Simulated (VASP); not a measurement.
Input of a VASP 6.6.1 run:

Contents of INCAR:

```
SYSTEM = Os
  PREC = Accurate
  ENCUT = 520
  EDIFF = 1E-8
  ISMEAR = -1
  SIGMA = 0.08
  LREAL = .False.
  LASPH = .True.
  NELM = 100
  ALGO = Normal
  ISIF = 2
  LWAVE = .False.
  LCHARG = .False.
  GGA = PS
  LEFG = .True.
  NBANDS = 15
```

Contents of KPOINTS:

```
regular mesh
0
Gamma
  17 17 10
  0 0 0
```

The input POSCAR:

```
Os
1.0
    2.7522071256      0.0000000000      0.0000000000
   -1.3761035628      2.3834812872      0.0000000000
    0.0000000000      0.0000000000      4.3483081185
Os
2
Direct
    0.3333333333      0.6666666667      0.2500000000
    0.6666666667      0.3333333333      0.7500000000
```

Potentials or basis: VASP PAW PBE potentials, release 64 (Os).

Command:

```bash
$ cat potpaw_PBE.64/Os/POTCAR > POTCAR
$ mpirun -np 1 vasp_std > vasp.out
```

Estimate the band gap on the k mesh.

zero (band 8 reaches 11.01 eV, above the bottom of band 9 at 7.20 eV).

Estimate the pressure.

-10.5 GPa.

Electric field gradients, principal values (V/Å²):
| atom | least | middle | greatest (by size) |
| --- | --- | --- | --- |
| 1 Os | 38.790 | 38.790 | -77.580 |
| 2 Os | 38.790 | 38.790 | -77.580 |

Caveat: without QUAD_EFG the Cq values of the log hold for a quadrupole moment of 1 mb, not for the nuclei; the PAW data sets were made with another functional, which shifts forces and pressure a little; spin-orbit coupling is left out, which moves the levels of the heavy elements.
